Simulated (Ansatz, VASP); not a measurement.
## Sn2Ge in VASP and in Ansatz

```xyz
6
Lattice="4.4993 0.0000 0.0000 -2.2497 3.8965 0.0000 0.0000 0.0000 11.0631" Properties=species:S:1:pos:R:3 pbc="T T T"
Sn    0.0000    0.0000    4.0856
Sn    0.0000    2.5977    0.5419
Sn    2.2497    1.2988   10.5212
Sn    0.0000    0.0000    6.9776
Ge    2.2497    1.2988    7.8344
Ge    0.0000    2.5977    3.2288
```

Alike in both runs: task single point; functional PBE; k mesh 12 × 12 × 4; occupations gaussian, width 0.1 eV; no spin polarisation.

```csv
,VASP,Ansatz
version,VASP 6.6.1,Ansatz 0.2.0
potentials or method,"VASP PAW PBE potentials, release 64 (Sn_d, Ge_d), cutoff 520 eV","scalar-relativistic, plane waves, PAW"
valence electrons in the cell,84,84
```

```tsv
	VASP	Ansatz	Ansatz less VASP
gap on the k mesh at the Fermi level (eV)	none	none	-
pressure (GPa)	0.0	0.0	+0.04
```

A gap of «none» marks a metal or a gap that the smearing closes. The functional is the same, so the differences come from potentials, cutoffs and numerics.
